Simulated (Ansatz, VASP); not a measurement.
## Two plane-wave programs on GaN

Contents of POSCAR:

```
GaN
1.0
    2.9372297331      0.0000000000      0.0000000000
   -1.4686148666      2.5437155656      0.0000000000
    0.0000000000      0.0000000000      4.9820844113
Ga N
2 2
Direct
    0.0000000000      0.0000000000      0.0000000000
    0.0000000000      0.0000000000      0.5000000000
    0.3333333333      0.6666666667      0.2500000000
    0.6666666667      0.3333333333      0.7500000000
```

INCAR.step1

```
SYSTEM = GaN
PREC = Accurate
ENCUT = 520
ISMEAR = 0
SIGMA = 0.01
LREAL = .FALSE.
LASPH = .TRUE.
NELM = 100
NBANDS = 26
GGA = PE
ALGO = Normal
EDIFF = 1E-4
LWAVE = .TRUE.
LCHARG = .FALSE.
```

INCAR.step2

```
SYSTEM = GaN
PREC = Accurate
ENCUT = 520
EDIFF = 1E-6
ISMEAR = 0
SIGMA = 0.01
LREAL = .FALSE.
LASPH = .TRUE.
NELM = 100
ALGO = Normal
ISIF = 2
LWAVE = .FALSE.
LCHARG = .FALSE.
METAGGA = R2SCAN
LMIXTAU = .TRUE.
NBANDS = 26
ISTART = 1
```

KPOINTS

```
regular mesh
0
G
  9 9 4
  0 0 0
```

Input for Ansatz:

```yaml
crystal:
  lattice:
    - [2.9372297331, 0.0, 0.0]
    - [-1.4686148666, 2.5437155656, 0.0]
    - [0.0, 0.0, 4.9820844113]
  atoms:
    - { symbol: Ga, position: [0.0, 0.0, 0.0] }
    - { symbol: Ga, position: [0.0, 0.0, 0.5] }
    - { symbol: "N", position: [0.3333333333, 0.6666666667, 0.25] }
    - { symbol: "N", position: [0.6666666667, 0.3333333333, 0.75] }
kpoints:
  mp_grid: { grid: [9, 9, 4] }
hamiltonian:
  xc: r2scan
scf:
  occupations: { method: fixed }
  n_extra_bands: 5
output:
  forces: true
  stress: true
  eigenvalues: true
```

Alike in both runs: task single point; functional r2SCAN; k mesh 9 × 9 × 4; no spin polarisation.

|  | VASP | Ansatz |
| --- | --- | --- |
| version | VASP 6.6.1 | Ansatz 0.2.0 |
| potentials or method | VASP PAW PBE potentials, release 64 (Ga_d, N) | plane waves, PAW |
| plane-wave cutoff (eV) | 520 | 500 |
| occupations | gaussian, width 0.01 eV | fixed |
| valence electrons in the cell | 36 | 36 |

VASP gave:

* gap on the k mesh at the Fermi level (eV): 2.08
* pressure (GPa): 8.9
* traceless stress, the component that is largest in VASP (GPa): 0.89

Estimate Ansatz's values.

gap on the k mesh at the Fermi level (eV): 2.11; pressure (GPa): 7.6; traceless stress, the component that is largest in VASP (GPa): 0.90.

VASP's potentials were made for PBE, not for r2SCAN.
